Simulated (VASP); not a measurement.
# In3Sb (Pm-3m) in VASP: single point with PBEsol

Aim: the single point of In3Sb with PBEsol.

Everything below comes from runs of VASP 6.6.1. Logs are shortened: lines on timing, memory, paths and dates and some standing lists are left out, and cuts for length are marked.

### Step 1. The cell of the first run

Symmetry: Pm-3m, No. 221, cubic system. Conventional cell: a = 4.816 Å, b = 4.816 Å, c = 4.816 Å, α = 90.00°, β = 90.00°, γ = 90.00°. In (site symmetry 4/mmm) has 8 In at 3.41 Å and 4 Sb at 3.41 Å within 4.5 Å. Within 4.5 Å of Sb (site symmetry m-3m) lie 12 In at 3.41 Å.

### Step 2. Single point, PBEsol (volume scaled by 1.06)

File INCAR:

```
PREC     = Accurate       # precision mode
ENCUT    = 500            # plane-wave cutoff, eV
EDIFF    = 1E-6           # SCF threshold, eV
ISMEAR   = 0              # smearing method
SIGMA    = 0.1            # smearing width, eV
LREAL    = False          # projectors in reciprocal space
LASPH    = True           # aspherical terms in the spheres
NELM     = 120            # most SCF steps
ALGO     = Normal         # electronic algorithm
ISIF     = 2              # what is computed and relaxed
LWAVE    = False          # write WAVECAR
LCHARG   = False          # write CHGCAR
GGA      = PS             # functional
NBANDS   = 30             # bands
GGA_COMPAT= False
```

File KPOINTS:

```
Automatic mesh
0
Gamma
  10 10 10
```

File POSCAR:

```
In3Sb
1.0
    4.8163076844      0.0000000000      0.0000000000
    0.0000000000      4.8163076844      0.0000000000
    0.0000000000      0.0000000000      4.8163076844
In Sb
3 1
Direct
    0.5000000000      0.5000000000      0.0000000000
    0.5000000000      0.0000000000      0.5000000000
    0.0000000000      0.5000000000      0.5000000000
    0.0000000000      0.0000000000      0.0000000000
```

Potentials or basis: VASP PAW PBE potentials, release 64 (In_d, Sb).

Command:

```bash
$ cat potpaw_PBE.64/In_d/POTCAR potpaw_PBE.64/Sb/POTCAR > POTCAR
$ mpirun -np 1 vasp_std > vasp.out
```

OUTCAR:

```text
PREC = Accurate
   ENCUT = 500
   EDIFF = 1E-6
   ISMEAR = 0
   LREAL = False
   LASPH = True
   NELM = 120
   ISIF = 2
   GGA = PS

 ion  position               nearest neighbor table
   1  0.500  0.500  0.000-   2 3.41   3 3.41   4 3.41   2 3.41   3 3.41   2 3.41   4 3.41   2 3.41
                             3 3.41   4 3.41   3 3.41   4 3.41
   2  0.500  0.000  0.500-   1 3.41   3 3.41   4 3.41   1 3.41   4 3.41   1 3.41   3 3.41   1 3.41
                             3 3.41   4 3.41   4 3.41   3 3.41
   3  0.000  0.500  0.500-   1 3.41   2 3.41   4 3.41   1 3.41   4 3.41   2 3.41   4 3.41   4 3.41
                             1 3.41   2 3.41   1 3.41   2 3.41
   4  0.000  0.000  0.000-   1 3.41   2 3.41   3 3.41   2 3.41   3 3.41   1 3.41   3 3.41   3 3.41
                             1 3.41   2 3.41   2 3.41   1 3.41

  LATTYP: Found a simple cubic cell.
 ALAT       =     4.8163076844

  Lattice vectors:

 A1 = (   4.8163076844,   0.0000000000,   0.0000000000)
 A2 = (   0.0000000000,   4.8163076844,   0.0000000000)
 A3 = (   0.0000000000,   0.0000000000,   4.8163076844)

Analysis of symmetry for initial positions (statically):
=====================================================================
 Subroutine PRICEL returns:
 Original cell was already a primitive cell.

 Routine SETGRP: Setting up the symmetry group for a
 simple cubic supercell.

 Subroutine GETGRP returns: Found 48 space group operations
 (whereof 48 operations were pure point group operations)
 out of a pool of 48 trial point group operations.

The static configuration has the point symmetry O_h .

Analysis of symmetry for dynamics (positions and initial velocities):
=====================================================================
 Subroutine PRICEL returns:
 Original cell was already a primitive cell.

 Routine SETGRP: Setting up the symmetry group for a
 simple cubic supercell.

 Subroutine GETGRP returns: Found 48 space group operations
 (whereof 48 operations were pure point group operations)
 out of a pool of 48 trial point group operations.

The dynamic configuration has the point symmetry O_h .

 Subroutine INISYM returns: Found 48 space group operations
 (whereof 48 operations are pure point group operations),
 and found     1 'primitive' translations

----------------------------------------------------------------------------------------

                                     Primitive cell

  volume of cell :     111.7230

  direct lattice vectors                    reciprocal lattice vectors
     4.816307684  0.000000000  0.000000000     0.207627931  0.000000000  0.000000000
     0.000000000  4.816307684  0.000000000     0.000000000  0.207627931  0.000000000
     0.000000000  0.000000000  4.816307684     0.000000000  0.000000000  0.207627931

  length of vectors
     4.816307684  4.816307684  4.816307684     0.207627931  0.207627931  0.207627931

  position of ions in fractional coordinates (direct lattice)
     0.500000000  0.500000000  0.000000000
     0.500000000  0.000000000  0.500000000
     0.000000000  0.500000000  0.500000000
     0.000000000  0.000000000  0.000000000

  ion indices of the primitive-cell ions
   primitive index   ion index
                 1           1
                 2           2
                 3           3
                 4           4

----------------------------------------------------------------------------------------

 KPOINTS: Automatic mesh

Automatic generation of k-mesh.
 Grid dimensions read from file:
 generate k-points for:   10   10   10

 Generating k-lattice:

  Cartesian coordinates                     Fractional coordinates (reciprocal lattice)
     0.020762793  0.000000000  0.000000000     0.100000000  0.000000000  0.000000000
     0.000000000  0.020762793  0.000000000     0.000000000  0.100000000  0.000000000
     0.000000000  0.000000000  0.020762793     0.000000000  0.000000000  0.100000000

  Length of vectors
     0.020762793  0.020762793  0.020762793

  Shift w.r.t. Gamma in fractional coordinates (k-lattice)
     0.000000000  0.000000000  0.000000000

 Subroutine IBZKPT returns following result:
 ===========================================

 Found     56 irreducible k-points:

 Following reciprocal coordinates:
            Coordinates               Weight
  0.000000  0.000000  0.000000      1.000000
  0.100000  0.000000  0.000000      6.000000
  0.200000  0.000000  0.000000      6.000000
  0.300000  0.000000  0.000000      6.000000
  0.400000  0.000000  0.000000      6.000000
  0.500000  0.000000  0.000000      3.000000
[... 16 lines left out ...]
  0.200000  0.100000  0.100000     24.000000
  0.300000  0.100000  0.100000     24.000000
 [... further k-points ...]
   k-points           NKPTS =     56   k-points in BZ     NKDIM =     56   number of bands    NBANDS=     30
   number of dos      NEDOS =    301   number of ions     NIONS =      4
   total plane-waves  NPLWV =  46656
   dimension x,y,z NGX =    36 NGY =   36 NGZ =   36
   dimension x,y,z NGXF=    72 NGYF=   72 NGZF=   72
   ions per type =               3   1
   NGX,Y,Z   is equivalent  to a cutoff of  12.43, 12.43, 12.43 a.u.
   NGXF,Y,Z  is equivalent  to a cutoff of  24.85, 24.85, 24.85 a.u.
 SYSTEM =  unknown system
   PREC   = accura    normal or accurate (medium, high low for compatibility)
   ISTART =      0    job   : 0-new  1-cont  2-samecut
   ICHARG =      2    charge: 1-file 2-atom 10-const
   ISPIN  =      1    spin polarized calculation?
   LNONCOLLINEAR =      F non collinear calculations
   LSORBIT =      F    spin-orbit coupling
   LASPH  =      T    aspherical Exc in radial PAW
   ENCUT  =  500.0 eV  36.75 Ry    6.06 a.u.   8.78  8.78  8.78*2*pi/ulx,y,z
   NELM   =    120;   NELMIN=  2; NELMDL= -5     # of ELM steps
   EDIFF  = 0.1E-05   stopping-criterion for ELM
   LREAL  =      F    real-space projection
   EDIFFG = 0.1E-04   stopping-criterion for IOM
   NSW    =      0    number of steps for IOM
   IBRION =     -1    ionic relax: 0-MD 1-quasi-New 2-CG
   NFREE  =      0    steps in history (QN), initial steepest desc. (CG)
   ISIF   =      2    stress and relaxation
   ISYM   =      2    0-nonsym 1-usesym 2-fastsym
   POTIM  = 0.5000    time-step for ionic-motion
   TEBEG  =    0.0;   TEEND  =   0.0 temperature during run
   PSTRESS=    0.0 pullay stress
   NELECT =      44.0000    total number of electrons
   NUPDOWN=      -1.0000    fix difference up-down
   EMIN   =  10.00;   EMAX   =-10.00  energy-range for DOS
   EFERMI =   0.00;   METHOD = LEGACY
   ISMEAR =     0;   SIGMA  =   0.10  broadening in eV -4-tet -1-fermi 0-gaus
   EFERMI_NEDOS =   21; number of points for ismear=-14 and -15
   IALGO  =     38    algorithm
   IMIX   =      4    mixing-type and parameters
     AMIX     =   0.40;   BMIX     =  1.00
     AMIX_MAG =   1.60;   BMIX_MAG =  1.00
  volume/ion in A,a.u.               =      27.93       188.49
  Fermi-wavevector in a.u.,A,eV,Ry     =   1.199991  2.267655 19.592112  1.439980
  Thomas-Fermi vector in A             =   2.335839
   LORBIT       =      0    0 simple, 1 ext, 2 COOP (PROOUT), +10 PAW based schemes
   GGA     = PS    functional components
   LHFCALC =     F    Hartree Fock is set to
   AEXX    =    0.0000 exact exchange contribution
   IVDW    =     0    specifies the selected vdW correction
   LEPSILON=     F    determine dielectric tensor
   LRPA    =     F    only Hartree local field effects (RPA)
 non-spin polarized calculation
 Gauss-broadening in eV      SIGMA  =   0.10
  energy-cutoff  :      500.00
  volume of cell :      111.72
 maximum number of plane-waves:      2897
 NGX is ok and might be reduce to    36
   NGX = 17   NGY = 17   NGZ = 17

 number of electron      44.0000015 magnetization

 Free energy of the ion-electron system (eV)
  ---------------------------------------------------
  ext. energy  EPLUGINS =         0.00000000
  ---------------------------------------------------
  free energy    TOTEN  =       -13.37116693 eV

  energy without entropy =      -13.35833596  energy(sigma->0) =      -13.36475145

 E-fermi :   6.7983     XC(G=0): -10.1088

 val. band max:        6.7943336868   @ k =   0.2000   0.2000   0.2000
 cond. band min:       6.8822345333   @ k =   0.5000   0.3000   0.1000
 fundamental gap:      0.0879008465
 Fermi energy:         6.7983366844

 k-point     1 :       0.0000    0.0000    0.0000
  band No.  band energies     occupation
      1      -7.6890      2.00000
      2      -7.6863      2.00000
      3      -7.6863      2.00000
      4      -7.6863      2.00000
      5      -7.5537      2.00000
      6      -7.5537      2.00000
[... 22 lines left out ...]
     29      12.9202      0.00000
     30      13.3565      0.00000

 k-point     2 :       0.1000    0.0000    0.0000
  band No.  band energies     occupation
      1      -7.6846      2.00000
      2      -7.6814      2.00000
      3      -7.6775      2.00000
      4      -7.6775      2.00000
      5      -7.5526      2.00000
      6      -7.5477      2.00000
[... 22 lines left out ...]
     29      13.1671      0.00000
     30      13.5422      0.00000

 k-point     3 :       0.2000    0.0000    0.0000
  band No.  band energies     occupation
      1      -7.6802      2.00000
      2      -7.6599      2.00000
      3      -7.6517      2.00000
      4      -7.6517      2.00000
      5      -7.5495      2.00000
      6      -7.5306      2.00000
[... 22 lines left out ...]
     29      13.4460      0.00000
     30      13.6686      0.00000

 k-point     4 :       0.3000    0.0000    0.0000
  band No.  band energies     occupation
      1      -7.6746      2.00000
      2      -7.6289      2.00000
      3      -7.6112      2.00000
      4      -7.6112      2.00000
      5      -7.5448      2.00000
      6      -7.5055      2.00000
[... 616 lines left out ...]
     29      13.3018      0.00000
     30      13.5676      0.00000

 k-point    23 :       0.2000    0.1000    0.1000
  band No.  band energies     occupation
      1      -7.6696      2.00000
      2      -7.6521      2.00000
      3      -7.6429      2.00000
      4      -7.6353      2.00000
      5      -7.5395      2.00000
      6      -7.5248      2.00000
[... 22 lines left out ...]
     29      12.8357      0.00000
     30      13.6380      0.00000

 k-point    24 :       0.3000    0.1000    0.1000
  band No.  band energies     occupation
      1      -7.6613      2.00000
      2      -7.6264      2.00000
      3      -7.6075      2.00000
      4      -7.5973      2.00000
      5      -7.5354      2.00000
      6      -7.4992      2.00000
[... 22 lines left out ...]
     29      11.9021      0.00000
     30      13.9076      0.00000

 [... further k-points ...]
[... 5 lines left out ...]
  --------------------------------------------------------------------------------------
  -------------------------------------------------------------------------------------
  Total       -1.6216206     -1.6216206     -1.6216206     -0.0000000     -0.0000000      0.0000000
  in kB      -23.2550435    -23.2550435    -23.2550435     -0.0000000     -0.0000000      0.0000000
  external PRESSURE =     -23.2550435 kB  Pullay stress =       0.0000000 kB

 VOLUME and BASIS-vectors are now :
 -----------------------------------------------------------------------------
  energy-cutoff  :      500.00
  volume of cell :      111.72
      direct lattice vectors                 reciprocal lattice vectors
     4.816307684  0.000000000  0.000000000     0.207627931  0.000000000  0.000000000
     0.000000000  4.816307684  0.000000000     0.000000000  0.207627931  0.000000000
     0.000000000  0.000000000  4.816307684     0.000000000  0.000000000  0.207627931

 POSITION                                       TOTAL-FORCE (eV/Angst)
 -----------------------------------------------------------------------------------
      2.40815      2.40815      0.00000         0.000000      0.000000      0.000000
      2.40815      0.00000      2.40815         0.000000      0.000000      0.000000
      0.00000      2.40815      2.40815         0.000000      0.000000      0.000000
      0.00000      0.00000      0.00000         0.000000      0.000000      0.000000
 -----------------------------------------------------------------------------------
    total drift:                                0.000000      0.000000      0.000000

  FREE ENERGIE OF THE ION-ELECTRON SYSTEM (eV)
  ---------------------------------------------------
  free  energy   TOTEN  =       -13.3711669343 eV

  energy  without entropy=      -13.3583359640  energy(sigma->0) =      -13.36475145
```

It took 2.5 min on 1 thread of Intel Xeon 8259CL, shared host; peak memory 0.3 GiB.

Results:

```yaml
Free_energy: -13.3712 eV
Pressure: -2.3 GPa
Band_gap_on_the_k_mesh: zero (band 22 reaches 7.33 eV, above the bottom of band 23 at 3.73 eV)
```

Caveat: the PAW data sets were made with another functional, which shifts forces and pressure a little; spin-orbit coupling is left out, which moves the levels of the heavy elements.
